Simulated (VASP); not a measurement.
# Cu in VASP: single point with PBEsol

Aim: the single point of Cu with PBEsol.

All numbers are computed with VASP 6.6.1; they aren't measurements. Logs are shortened: lines on timing, memory, paths and dates and some standing lists are left out, and cuts for length are marked.

### Step 1. The cell of the first run

The cell holds a slab with vacuum, 12 atoms: a = 2.520 Å, b = 2.520 Å, c = 38.629 Å, α = 90.00°, β = 90.00°, γ = 60.00°.

### Step 2. Single point, PBEsol

Input file INCAR:

```
SYSTEM = Cu
  PREC = Accurate
  ENCUT = 520
  EDIFF = 1E-7
  ISMEAR = 1
  SIGMA = 0.1
  LREAL = .FALSE.
  LASPH = .TRUE.
  NELM = 100
  ALGO = Normal
  ISIF = 2
  LWAVE = .FALSE.
  LCHARG = .TRUE.
  LDIPOL = .TRUE.
  IDIPOL = 3
  DIPOL = 0.5 0.5 0.500
  GGA = PS
  LELF = .TRUE.
  LVHAR = .TRUE.
  LVACPOTAV = .TRUE.
  NBANDS = 78
```

Input file KPOINTS:

```
Automatic mesh
0
G
  15 15 1
  0 0 0
```

Input file POSCAR:

```
Cu
1.0
    2.5195283580      0.0000000000      0.0000000000
    1.2597641790      2.1819755640      0.0000000000
    0.0000000000      0.0000000000     38.6290491910
Cu
12
Direct
    0.3333333333      0.3333333333      0.2070980303
    0.6666666667      0.6666666667      0.2603529339
    0.0000000000      0.0000000000      0.3136078375
    0.3333333333      0.3333333333      0.3668627410
    0.6666666667      0.6666666667      0.4201176446
    0.0000000000      0.0000000000      0.4733725482
    0.3333333333      0.3333333333      0.5266274518
    0.6666666667      0.6666666667      0.5798823554
    0.0000000000      0.0000000000      0.6331372590
    0.3333333333      0.3333333333      0.6863921625
    0.6666666667      0.6666666667      0.7396470661
    0.0000000000      0.0000000000      0.7929019697
```

Potentials or basis: VASP PAW PBE potentials, release 64 (Cu).

The run is started by

```console
$ cat potpaw_PBE.64/Cu/POTCAR > POTCAR
$ mpirun -np 1 vasp_std > vasp.out
```

OUTCAR:

```text
SYSTEM = Cu
   PREC = Accurate
   ENCUT = 520
   EDIFF = 1E-7
   ISMEAR = 1
   LREAL = .FALSE.
   LASPH = .TRUE.
   NELM = 100
   ISIF = 2
   GGA = PS

 ion  position               nearest neighbor table
   1  0.333  0.333  0.207-   2 2.52   2 2.52   2 2.52
   2  0.667  0.667  0.260-   1 2.52   3 2.52   1 2.52   3 2.52   3 2.52   1 2.52
   3  0.000  0.000  0.314-   4 2.52   4 2.52   4 2.52   2 2.52   2 2.52   2 2.52
   4  0.333  0.333  0.367-   3 2.52   3 2.52   3 2.52   5 2.52   5 2.52   5 2.52
   5  0.667  0.667  0.420-   4 2.52   6 2.52   4 2.52   6 2.52   6 2.52   4 2.52
   6  0.000  0.000  0.473-   5 2.52   7 2.52   5 2.52   7 2.52   5 2.52   7 2.52
   7  0.333  0.333  0.527-   8 2.52   6 2.52   8 2.52   6 2.52   6 2.52   8 2.52
   8  0.667  0.667  0.580-   7 2.52   9 2.52   7 2.52   9 2.52   9 2.52   7 2.52
   9  0.000  0.000  0.633-  10 2.52  10 2.52  10 2.52   8 2.52   8 2.52   8 2.52
  10  0.333  0.333  0.686-   9 2.52   9 2.52   9 2.52  11 2.52  11 2.52  11 2.52
  11  0.667  0.667  0.740-  10 2.52  12 2.52  10 2.52  12 2.52  12 2.52  10 2.52
  12  0.000  0.000  0.793-  11 2.52  11 2.52  11 2.52

  LATTYP: Found a hexagonal cell.
 ALAT       =     2.5195283584
 C/A-ratio  =    15.3318572751

  Lattice vectors:

 A1 = (  -1.2597641790,  -2.1819755640,   0.0000000000)
 A2 = (   2.5195283580,   0.0000000000,   0.0000000000)
 A3 = (   0.0000000000,   0.0000000000,  38.6290491910)

Analysis of symmetry for initial positions (statically):
=====================================================================
 Subroutine PRICEL returns:
 Original cell was already a primitive cell.

 Routine SETGRP: Setting up the symmetry group for a
 hexagonal supercell.

 Subroutine GETGRP returns: Found 12 space group operations
 (whereof  6 operations were pure point group operations)
 out of a pool of 24 trial point group operations.

The static configuration has the point symmetry C_3v.
 The point group associated with its full space group is D_3d.

Analysis of symmetry for dynamics (positions and initial velocities):
=====================================================================
 Subroutine PRICEL returns:
 Original cell was already a primitive cell.

 Routine SETGRP: Setting up the symmetry group for a
 hexagonal supercell.

 Subroutine GETGRP returns: Found 12 space group operations
 (whereof  6 operations were pure point group operations)
 out of a pool of 24 trial point group operations.

The dynamic configuration has the point symmetry C_3v.
 The point group associated with its full space group is D_3d.

 Subroutine INISYM returns: Found 12 space group operations
 (whereof  6 operations are pure point group operations),
[... 133 lines left out ...]
   IALGO  =     38    algorithm
   IMIX   =      4    mixing-type and parameters
     AMIX     =   0.40;   BMIX     =  1.00
     AMIX_MAG =   1.60;   BMIX_MAG =  1.00
  volume/ion in A,a.u.               =      17.70       119.43
  Fermi-wavevector in a.u.,A,eV,Ry     =   1.397135  2.640203 26.558391  1.951987
  Thomas-Fermi vector in A             =   2.520421
   LORBIT       =      0    0 simple, 1 ext, 2 COOP (PROOUT), +10 PAW based schemes
   GGA     = PS    functional components
   LHFCALC =     F    Hartree Fock is set to
   AEXX    =    0.0000 exact exchange contribution
   IVDW    =     0    specifies the selected vdW correction
   LEPSILON=     F    determine dielectric tensor
   LRPA    =     F    only Hartree local field effects (RPA)
 non-spin polarized calculation
 Methfessel and Paxton  Order N= 1 SIGMA  =   0.10
  energy-cutoff  :      520.00
  volume of cell :      212.37
 maximum number of plane-waves:      5771
   NGX =  9   NGY =  9   NGZ =143

 number of electron     131.9999984 magnetization

 dipolmoment           0.000000      0.000000      0.000014 electrons x Angstroem

 Free energy of the ion-electron system (eV)
  ---------------------------------------------------
  ext. energy  EPLUGINS =         0.00000000
  ---------------------------------------------------
  free energy    TOTEN  =       -50.62152058 eV

  energy without entropy =      -50.62106625  energy(sigma->0) =      -50.62136914

 E-fermi :   3.3967     XC(G=0):  -8.8914

 val. band max:        3.3836821872   @ k =   0.4667   0.1333   0.0000
 cond. band min:       3.4481332368   @ k =   0.4667   0.2000   0.0000
 fundamental gap:      0.0644510496
 Fermi energy:         3.3967074926

 k-point     1 :       0.0000    0.0000    0.0000
  band No.  band energies     occupation
      1      -6.3688      2.00000
      2      -6.1838      2.00000
      3      -5.8755      2.00000
      4      -5.4580      2.00000
      5      -4.9478      2.00000
      6      -4.3641      2.00000
[... 1933 lines left out ...]
     77       9.4606      0.00000
     78       9.9674      0.00000

 [... further k-points ...]

------------------------ aborting loop because EDIFF is reached ----------------------------------------

  FORCE on cell =-STRESS in cart. coord.  units (eV):
  Direction    XX          YY          ZZ          XY          YZ          ZX
  --------------------------------------------------------------------------------------
  -------------------------------------------------------------------------------------
  Total       -1.1259327     -1.1259327      0.1402011      0.0000000     -0.0000000      0.0000000
  in kB       -8.4945402     -8.4945402      1.0577399      0.0000000     -0.0000000      0.0000000
  external PRESSURE =      -5.3104468 kB  Pullay stress =       0.0000000 kB

 VOLUME and BASIS-vectors are now :
 -----------------------------------------------------------------------------
  energy-cutoff  :      520.00
  volume of cell :      212.37
      direct lattice vectors                 reciprocal lattice vectors
     2.519528358  0.000000000  0.000000000     0.396899680 -0.229150137  0.000000000
     1.259764179  2.181975564  0.000000000     0.000000000  0.458300275  0.000000000
     0.000000000  0.000000000 38.629049191     0.000000000  0.000000000  0.025887254

 POSITION                                       TOTAL-FORCE (eV/Angst)
 -----------------------------------------------------------------------------------
      1.25976      0.72733      8.00000         0.000000      0.000000      0.076570
      2.51953      1.45465     10.05719        -0.000000     -0.000000     -0.086521
      0.00000      0.00000     12.11437         0.000000     -0.000000     -0.027035
      1.25976      0.72733     14.17156         0.000000     -0.000000      0.009913
      2.51953      1.45465     16.22875         0.000000     -0.000000     -0.012347
      0.00000      0.00000     18.28593        -0.000000     -0.000000      0.010000
      1.25976      0.72733     20.34312        -0.000000      0.000000     -0.010000
      2.51953      1.45465     22.40030         0.000000      0.000000      0.012347
      0.00000      0.00000     24.45749        -0.000000      0.000000     -0.009913
      1.25976      0.72733     26.51468        -0.000000      0.000000      0.027035
      2.51953      1.45465     28.57186         0.000000      0.000000      0.086521
      0.00000      0.00000     30.62905         0.000000     -0.000000     -0.076570
 -----------------------------------------------------------------------------------
    total drift:                               -0.000001     -0.000000      0.002437

  FREE ENERGIE OF THE ION-ELECTRON SYSTEM (eV)
  ---------------------------------------------------
  free  energy   TOTEN  =       -50.6215205807 eV

  energy  without entropy=      -50.6210662486  energy(sigma->0) =      -50.62136914

 vacuum level on the upper side and lower side of the slab         8.293         8.292
```

Wall time 29 min (1 thread of AMD EPYC 7R13 (Zen 3), shared host); peak memory 0.47 GiB.

What came out:

```yaml
Free_energy: -50.6215 eV
Largest_force: 0.087 eV/Å
Band_gap_on_the_k_mesh: zero (band 66 reaches 6.75 eV, above the bottom of band 67 at 1.62 eV)
```

Forces on the atoms (eV/Å):
```
Cu   0.000  0.000  0.077
Cu   0.000  0.000 -0.087
Cu   0.000  0.000 -0.027
Cu   0.000  0.000  0.010
Cu   0.000  0.000 -0.012
Cu   0.000  0.000  0.010
Cu   0.000  0.000 -0.010
Cu   0.000  0.000  0.012
Cu   0.000  0.000 -0.010
Cu   0.000  0.000  0.027
Cu   0.000  0.000  0.087
Cu   0.000  0.000 -0.077
```

Caveat: the PAW data sets were made with another functional, which shifts forces and pressure a little.
